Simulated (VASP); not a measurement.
# KCl (Pm-3m) in VASP: further runs

Runs on KCl. Level: r2SCAN. Tasks: single point.

Everything below comes from runs of VASP 6.6.1. Logs are shortened: lines on timing, memory, paths and dates and some standing lists are left out, and cuts for length are marked.

## Step 1: The cell of the first run

The structure is cubic, space group Pm-3m (No. 221). The conventional cell has a = 3.733 Å, b = 3.733 Å, c = 3.733 Å, α = 90.00°, β = 90.00°, γ = 90.00°. K (site symmetry m-3m) has 8 Cl at 3.23 Å and 6 K at 3.73 Å within 4.3 Å. Cl (site symmetry m-3m) has 8 K at 3.23 Å and 6 Cl at 3.73 Å within 4.3 Å.

## Step 2: Single point, r2SCAN (26.01 Å³/atom)

The input, POSCAR:

```
KCl
1.0
    3.7330730717      0.0000000000      0.0000000000
    0.0000000000      3.7330730717      0.0000000000
    0.0000000000      0.0000000000      3.7330730717
K Cl
1 1
Direct
    0.0000000000      0.0000000000      0.0000000000
    0.5000000000      0.5000000000      0.5000000000
```

The input, INCAR.step1:

```
PREC = Accurate
ENCUT = 520
ISMEAR = 0
SIGMA = 0.01
LREAL = False
LASPH = True
NELM = 100
NBANDS = 15
GGA = PE
ALGO = Normal
EDIFF = 1E-4
LWAVE = True
LCHARG = False
```

The input, INCAR.step2:

```
PREC = Accurate
ENCUT = 520
EDIFF = 1E-7
ISMEAR = 0
SIGMA = 0.01
LREAL = False
LASPH = True
NELM = 100
ALGO = Normal
ISIF = 2
LWAVE = False
LCHARG = False
METAGGA = R2SCAN
LMIXTAU = True
NBANDS = 15
ISTART = 1
```

The input, KPOINTS:

```
regular mesh
0
Gamma
  6 6 6
```

Potentials or basis: VASP PAW PBE potentials, release 64 (K_sv, Cl).

Launch:

```
> cat potpaw_PBE.64/K_sv/POTCAR potpaw_PBE.64/Cl/POTCAR > POTCAR
> cp INCAR.step1 INCAR
> mpirun -np 1 vasp_std > vasp.out
> cp INCAR.step2 INCAR
> mpirun -np 1 vasp_std > vasp.out
```

OUTCAR:

```text
PREC = Accurate
   ENCUT = 520
   EDIFF = 1E-7
   ISMEAR = 0
   LREAL = False
   LASPH = True
   NELM = 100
   ISIF = 2
   METAGGA = R2SCAN
   ISTART = 1

 ion  position               nearest neighbor table
   1  0.000  0.000  0.000-   2 3.23   2 3.23   2 3.23   2 3.23   2 3.23   2 3.23   2 3.23   2 3.23

   2  0.500  0.500  0.500-   1 3.23   1 3.23   1 3.23   1 3.23   1 3.23   1 3.23   1 3.23   1 3.23

  LATTYP: Found a simple cubic cell.
 ALAT       =     3.7330730717

  Lattice vectors:

 A1 = (   3.7330730717,   0.0000000000,   0.0000000000)
 A2 = (   0.0000000000,   3.7330730717,   0.0000000000)
 A3 = (   0.0000000000,   0.0000000000,   3.7330730717)

Analysis of symmetry for initial positions (statically):
=====================================================================
 Subroutine PRICEL returns:
 Original cell was already a primitive cell.

 Routine SETGRP: Setting up the symmetry group for a
 simple cubic supercell.

 Subroutine GETGRP returns: Found 48 space group operations
 (whereof 48 operations were pure point group operations)
 out of a pool of 48 trial point group operations.

The static configuration has the point symmetry O_h .

Analysis of symmetry for dynamics (positions and initial velocities):
=====================================================================
 Subroutine PRICEL returns:
 Original cell was already a primitive cell.

 Routine SETGRP: Setting up the symmetry group for a
 simple cubic supercell.

 Subroutine GETGRP returns: Found 48 space group operations
 (whereof 48 operations were pure point group operations)
 out of a pool of 48 trial point group operations.

The dynamic configuration has the point symmetry O_h .

 Subroutine INISYM returns: Found 48 space group operations
 (whereof 48 operations are pure point group operations),
 and found     1 'primitive' translations

----------------------------------------------------------------------------------------

                                     Primitive cell

  volume of cell :      52.0235

  direct lattice vectors                    reciprocal lattice vectors
     3.733073072  0.000000000  0.000000000     0.267875817  0.000000000  0.000000000
     0.000000000  3.733073072  0.000000000     0.000000000  0.267875817  0.000000000
     0.000000000  0.000000000  3.733073072     0.000000000  0.000000000  0.267875817

  length of vectors
     3.733073072  3.733073072  3.733073072     0.267875817  0.267875817  0.267875817

  position of ions in fractional coordinates (direct lattice)
     0.000000000  0.000000000  0.000000000
     0.500000000  0.500000000  0.500000000

  ion indices of the primitive-cell ions
   primitive index   ion index
                 1           1
                 2           2

----------------------------------------------------------------------------------------

 KPOINTS: regular mesh

Automatic generation of k-mesh.
 Grid dimensions read from file:
 generate k-points for:    6    6    6

 Generating k-lattice:

  Cartesian coordinates                     Fractional coordinates (reciprocal lattice)
     0.044645970  0.000000000  0.000000000     0.166666667  0.000000000  0.000000000
     0.000000000  0.044645970  0.000000000     0.000000000  0.166666667  0.000000000
     0.000000000  0.000000000  0.044645970     0.000000000  0.000000000  0.166666667

  Length of vectors
     0.044645970  0.044645970  0.044645970

  Shift w.r.t. Gamma in fractional coordinates (k-lattice)
     0.000000000  0.000000000  0.000000000

 Subroutine IBZKPT returns following result:
 ===========================================

 Found     20 irreducible k-points:

 Following reciprocal coordinates:
            Coordinates               Weight
  0.000000  0.000000  0.000000      1.000000
  0.166667  0.000000  0.000000      6.000000
  0.333333  0.000000  0.000000      6.000000
  0.500000  0.000000  0.000000      3.000000
  0.166667  0.166667  0.000000     12.000000
  0.333333  0.166667  0.000000     24.000000
[... 12 lines left out ...]
  0.500000  0.500000  0.333333      6.000000
  0.500000  0.500000  0.500000      1.000000
   k-points           NKPTS =     20   k-points in BZ     NKDIM =     20   number of bands    NBANDS=     15
   number of dos      NEDOS =    301   number of ions     NIONS =      2
   total plane-waves  NPLWV =  21952
   dimension x,y,z NGX =    28 NGY =   28 NGZ =   28
   dimension x,y,z NGXF=    56 NGYF=   56 NGZF=   56
   ions per type =               1   1
   NGX,Y,Z   is equivalent  to a cutoff of  12.47, 12.47, 12.47 a.u.
   NGXF,Y,Z  is equivalent  to a cutoff of  24.94, 24.94, 24.94 a.u.
 SYSTEM =  unknown system
   PREC   = accura    normal or accurate (medium, high low for compatibility)
   ISTART =      1    job   : 0-new  1-cont  2-samecut
   ICHARG =      0    charge: 1-file 2-atom 10-const
   ISPIN  =      1    spin polarized calculation?
   LNONCOLLINEAR =      F non collinear calculations
   LSORBIT =      F    spin-orbit coupling
   LASPH  =      T    aspherical Exc in radial PAW
   ENCUT  =  520.0 eV  38.22 Ry    6.18 a.u.   6.94  6.94  6.94*2*pi/ulx,y,z
   NELM   =    100;   NELMIN=  2; NELMDL=  0     # of ELM steps
   EDIFF  = 0.1E-06   stopping-criterion for ELM
   LREAL  =      F    real-space projection
   EDIFFG = 0.1E-05   stopping-criterion for IOM
   NSW    =      0    number of steps for IOM
   IBRION =     -1    ionic relax: 0-MD 1-quasi-New 2-CG
   NFREE  =      0    steps in history (QN), initial steepest desc. (CG)
   ISIF   =      2    stress and relaxation
   ISYM   =      2    0-nonsym 1-usesym 2-fastsym
   POTIM  = 0.5000    time-step for ionic-motion
   TEBEG  =    0.0;   TEEND  =   0.0 temperature during run
   PSTRESS=    0.0 pullay stress
   NELECT =      16.0000    total number of electrons
   NUPDOWN=      -1.0000    fix difference up-down
   EMIN   =  10.00;   EMAX   =-10.00  energy-range for DOS
   EFERMI =   0.00;   METHOD = LEGACY
   ISMEAR =     0;   SIGMA  =   0.01  broadening in eV -4-tet -1-fermi 0-gaus
   EFERMI_NEDOS =   21; number of points for ismear=-14 and -15
   IALGO  =     38    algorithm
   IMIX   =      4    mixing-type and parameters
     AMIX     =   0.40;   BMIX     =  1.00
     AMIX_MAG =   1.60;   BMIX_MAG =  1.00
  volume/ion in A,a.u.               =      26.01       175.54
  Fermi-wavevector in a.u.,A,eV,Ry     =   1.105049  2.088240 16.614537  1.221134
  Thomas-Fermi vector in A             =   2.241531
   LORBIT       =      0    0 simple, 1 ext, 2 COOP (PROOUT), +10 PAW based schemes
   METAGGA = R2SCAN    functional components
   LHFCALC =     F    Hartree Fock is set to
   AEXX    =    0.0000 exact exchange contribution
   IVDW    =     0    specifies the selected vdW correction
   LEPSILON=     F    determine dielectric tensor
   LRPA    =     F    only Hartree local field effects (RPA)
 non-spin polarized calculation
 Gauss-broadening in eV      SIGMA  =   0.01
  energy-cutoff  :      520.00
  volume of cell :       52.02
 maximum number of plane-waves:      1418
 NGX is ok and might be reduce to    28
   NGX = 13   NGY = 13   NGZ = 13

 number of electron      15.9999997 magnetization

 Free energy of the ion-electron system (eV)
  ---------------------------------------------------
  ext. energy  EPLUGINS =         0.00000000
  ---------------------------------------------------
  free energy    TOTEN  =       -16.40367194 eV

  energy without entropy =      -16.40367194  energy(sigma->0) =      -16.40367194

 E-fermi :  -0.6885     XC(G=0):  -8.8799

 val. band max:       -0.7950833857   @ k =   0.5000   0.5000   0.0000
 cond. band min:       5.1645657201   @ k =   0.0000   0.0000   0.0000
 fundamental gap:      5.9596491058
 Fermi energy:        -0.6885291115

 k-point     1 :       0.0000    0.0000    0.0000
  band No.  band energies     occupation
      1     -29.8356      2.00000
      2     -14.0935      2.00000
      3     -12.4377      2.00000
      4     -12.4377      2.00000
      5     -12.4377      2.00000
      6      -1.0167      2.00000
      7      -1.0167      2.00000
      8      -1.0167      2.00000
      9       5.1646      0.00000
     10       6.2602      0.00000
     11       6.2602      0.00000
     12      10.8819      0.00000
     13      10.8819      0.00000
     14      10.8819      0.00000
     15      13.9343      0.00000

 k-point     2 :       0.1667    0.0000    0.0000
  band No.  band energies     occupation
      1     -29.8290      2.00000
      2     -14.1326      2.00000
      3     -12.4275      2.00000
      4     -12.4275      2.00000
      5     -12.4078      2.00000
      6      -1.5514      2.00000
      7      -1.0228      2.00000
      8      -1.0228      2.00000
      9       5.8105      0.00000
     10       6.5079      0.00000
     11       6.9116      0.00000
     12      10.7877      0.00000
     13      10.7877      0.00000
     14      11.0314      0.00000
     15      12.8698      0.00000

 k-point     3 :       0.3333    0.0000    0.0000
  band No.  band energies     occupation
      1     -29.8156      2.00000
      2     -14.2161      2.00000
      3     -12.4070      2.00000
      4     -12.4070      2.00000
      5     -12.3346      2.00000
      6      -2.4147      2.00000
      7      -1.0363      2.00000
      8      -1.0363      2.00000
      9       7.1423      0.00000
     10       7.1880      0.00000
     11       8.2214      0.00000
     12      10.7403      0.00000
     13      10.7403      0.00000
     14      11.0685      0.00000
     15      11.3830      0.00000
[... 271 lines left out ...]
 k-point    19 :       0.5000    0.5000    0.3333
  band No.  band energies     occupation
      1     -29.7675      2.00000
      2     -13.6283      2.00000
      3     -12.6662      2.00000
      4     -12.6662      2.00000
      5     -12.5791      2.00000
      6      -2.2813      2.00000
      7      -2.2813      2.00000
      8      -1.9992      2.00000
      9       7.9784      0.00000
     10       8.8873      0.00000
     11       8.8873      0.00000
     12       9.6035      0.00000
     13      10.7871      0.00000
     14      10.7871      0.00000
     15      12.6139      0.00000

 k-point    20 :       0.5000    0.5000    0.5000
  band No.  band energies     occupation
      1     -29.7617      2.00000
      2     -13.5817      2.00000
      3     -12.6476      2.00000
      4     -12.6476      2.00000
      5     -12.6476      2.00000
      6      -2.3289      2.00000
      7      -2.3289      2.00000
      8      -2.3289      2.00000
      9       8.9802      0.00000
     10       8.9802      0.00000
     11       8.9802      0.00000
     12      10.3062      0.00000
     13      10.3062      0.00000
     14      10.3062      0.00000
     15      12.6449      0.00000

------------------------ aborting loop because EDIFF is reached ----------------------------------------

  FORCE on cell =-STRESS in cart. coord.  units (eV):
  Direction    XX          YY          ZZ          XY          YZ          ZX
  --------------------------------------------------------------------------------------
  -------------------------------------------------------------------------------------
  Total        0.2306146      0.2306146      0.2306146      0.0000000      0.0000000      0.0000000
  in kB        7.1022811      7.1022811      7.1022811      0.0000000      0.0000000      0.0000000
  external PRESSURE =       7.1022811 kB  Pullay stress =       0.0000000 kB

 VOLUME and BASIS-vectors are now :
 -----------------------------------------------------------------------------
  energy-cutoff  :      520.00
  volume of cell :       52.02
      direct lattice vectors                 reciprocal lattice vectors
     3.733073072  0.000000000  0.000000000     0.267875817  0.000000000  0.000000000
     0.000000000  3.733073072  0.000000000     0.000000000  0.267875817  0.000000000
     0.000000000  0.000000000  3.733073072     0.000000000  0.000000000  0.267875817

 POSITION                                       TOTAL-FORCE (eV/Angst)
 -----------------------------------------------------------------------------------
      0.00000      0.00000      0.00000         0.000000      0.000000      0.000000
      1.86654      1.86654      1.86654         0.000000      0.000000      0.000000
 -----------------------------------------------------------------------------------
    total drift:                                0.000000      0.000000      0.000000

  FREE ENERGIE OF THE ION-ELECTRON SYSTEM (eV)
  ---------------------------------------------------
  free  energy   TOTEN  =       -16.4036719412 eV

  energy  without entropy=      -16.4036719412  energy(sigma->0) =      -16.40367194
```

Run time: 52 s. Hardware: 1 thread of AMD EPYC 7R13 (Zen 3), shared host; peak memory 0.14 GiB.

What came out:

```
Free energy            : -16.4037 eV
Pressure               : 0.7 GPa
Band gap on the k mesh : 5.96 eV (least direct gap 6.18 eV)
```

Levels at points of the mesh, in eV from the valence-band top:
```csv
k point,band 4,band 5,band 6,band 7,band 8,band 9,band 10,band 11,band 12,band 13
"(0.00, 0.00, 0.00)",-11.64,-11.64,-0.22,-0.22,-0.22,5.96,7.06,7.06,11.68,11.68
"(0.50, 0.00, 0.00)",-11.60,-11.50,-1.99,-0.25,-0.25,8.57,8.90,9.50,10.84,11.63
"(0.50, 0.50, 0.00)",-11.93,-11.57,-1.35,-1.35,0.00,6.88,8.12,9.75,9.75,12.96
"(0.50, 0.50, 0.50)",-11.85,-11.85,-1.53,-1.53,-1.53,9.78,9.78,9.78,11.10,11.10
```

Caveat: the structure was generated, so it needn't be the stable form of KCl; the PAW data sets were made with another functional, which shifts forces and pressure a little.

## Step 3: Single point, r2SCAN (27.62 Å³/atom)

This run uses another cell than the first one, of 27.62 Å³/atom.

The input, POSCAR:

```
KCl
1.0
    3.8085090135      0.0000000000      0.0000000000
    0.0000000000      3.8085090135      0.0000000000
    0.0000000000      0.0000000000      3.8085090135
K Cl
1 1
Direct
    0.0000000000      0.0000000000      0.0000000000
    0.5000000000      0.5000000000      0.5000000000
```

The input, INCAR.step1:

```
SYSTEM = KCl
  PREC = Accurate
  ENCUT = 520
  ISMEAR = 0
  SIGMA = 0.01
  LREAL = .False.
  LASPH = .True.
  NELM = 100
  NBANDS = 15
  GGA = PE
  ALGO = Normal
  EDIFF = 1E-4
  LWAVE = .True.
  LCHARG = .False.
```

The input, INCAR.step2:

```
SYSTEM = KCl
  PREC = Accurate
  ENCUT = 520
  EDIFF = 1E-6
  ISMEAR = 0
  SIGMA = 0.01
  LREAL = .False.
  LASPH = .True.
  NELM = 100
  ALGO = Normal
  ISIF = 2
  LWAVE = .False.
  LCHARG = .False.
  METAGGA = R2SCAN
  LMIXTAU = .True.
  NBANDS = 15
  ISTART = 1
```

The input, KPOINTS:

```
regular mesh
0
Gamma
  6 6 6
  0 0 0
```

Potentials or basis: VASP PAW PBE potentials, release 64 (K_sv, Cl).

Launch:

```
> cat potpaw_PBE.64/K_sv/POTCAR potpaw_PBE.64/Cl/POTCAR > POTCAR
> cp INCAR.step1 INCAR
> mpirun -np 1 vasp_std > vasp.out
> cp INCAR.step2 INCAR
> mpirun -np 1 vasp_std > vasp.out
```

It took 49 s on 1 thread of AMD EPYC 7R13 (Zen 3), shared host; peak memory 0.14 GiB.

Results (log left out):

```yaml
Free_energy: -16.4046 eV
Pressure: -0.7 GPa
Band_gap_on_the_k_mesh: 5.67 eV (least direct gap 5.88 eV)
```

Levels at points of the mesh, in eV from the valence-band top:
```tsv
k point	band 4	band 5	band 6	band 7	band 8	band 9	band 10	band 11	band 12	band 13
(0.00, 0.00, 0.00)	-11.75	-11.75	-0.21	-0.21	-0.21	5.67	7.12	7.12	11.53	11.53
(0.50, 0.00, 0.00)	-11.72	-11.62	-1.82	-0.22	-0.22	8.54	8.58	9.15	10.83	11.41
(0.50, 0.50, 0.00)	-11.98	-11.69	-1.25	-1.25	0.00	6.84	8.05	9.71	9.71	12.42
(0.50, 0.50, 0.50)	-11.93	-11.93	-1.38	-1.38	-1.38	9.57	9.57	9.57	10.83	10.83
```

Caveat: the structure was generated, so it needn't be the stable form of KCl; the PAW data sets were made with another functional, which shifts forces and pressure a little.
